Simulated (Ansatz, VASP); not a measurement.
**Si in VASP and in Ansatz**

```xyz
16
Lattice="-6.6039 -0.0003 -3.8152 6.6039 0.0002 -3.8152 -0.0002 -6.6038 3.8151" Properties=species:S:1:pos:R:3 pbc="T T T"
Si   -2.1431   -2.0994   -1.9075
Si    1.2021   -5.4447   -0.0001
Si    4.4607   -2.0991   -1.9074
Si    1.2025   -5.4455   -3.8153
Si    5.4015   -1.1589   -3.8150
Si   -4.4609   -4.5048   -1.9076
Si   -1.2028   -1.1585   -3.8150
Si    2.1428   -4.5045   -1.9078
Si   -1.1593   -5.4009    0.0000
Si    2.0994   -2.1431   -1.9080
Si    5.4450   -5.4013   -0.0001
Si   -4.5045   -2.1434   -1.9074
Si    1.1586   -1.2023   -3.8154
Si    4.5042   -4.4605   -1.9075
Si    1.1590   -1.2030   -0.0001
Si   -2.0996   -4.4608   -1.9079
```

Change from the starting cell: all atoms moved at random, sigma 0.15 Å a component; relaxed back.

Alike in both runs: functional LDA; k mesh 6 × 6 × 6; occupations gaussian, width 0.03 eV; no spin polarisation.

Ansatz relaxed the structure, and its values are those at the end. VASP's run is a single point on that final structure, the one shown.

|  | VASP | Ansatz |
| --- | --- | --- |
| version | VASP 6.6.1 | Ansatz 0.2.0 |
| potentials or method | VASP PAW LDA potentials, release 64 (Si), cutoff 520 eV | scalar-relativistic, plane waves, PAW |
| valence electrons in the cell | 64 | 64 |

```csv
,VASP,Ansatz,Ansatz less VASP
gap on the k mesh at the Fermi level (eV),0.11,0.12,+0.006
least direct gap on the mesh (eV),0.15,0.15,-0.002
pressure (GPa),0.0,0.0,-0.04
```

LDA's correlation is that of Perdew and Zunger in VASP and of Perdew and Wang (1992) in Ansatz.
